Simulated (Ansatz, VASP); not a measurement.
## ZrC in VASP and in Ansatz

```
CELL_PARAMETERS angstrom
2.91506 0.00000 0.00000
0.00000 2.91506 0.00000
0.00000 0.00000 2.91506
ATOMIC_POSITIONS crystal
Zr 0.00000 0.00000 0.00000
C 0.50000 0.50000 0.50000
```

Alike in both runs: task single point; functional r2SCAN; k mesh 12 × 12 × 12; occupations gaussian, width 0.05 eV; no spin polarisation.

|  | VASP | Ansatz |
| --- | --- | --- |
| version | VASP 6.6.1 | Ansatz 0.2.0 |
| potentials or method | VASP PAW PBE potentials, release 64 (Zr_sv, C), cutoff 660 eV | scalar-relativistic, plane waves, PAW |
| valence electrons in the cell | 16 | 16 |

|  | VASP | Ansatz | Ansatz less VASP |
| --- | --- | --- | --- |
| pressure (GPa) | 0.2 | 0.2 | -0.02 |

VASP's potentials were made for PBE, not for r2SCAN.
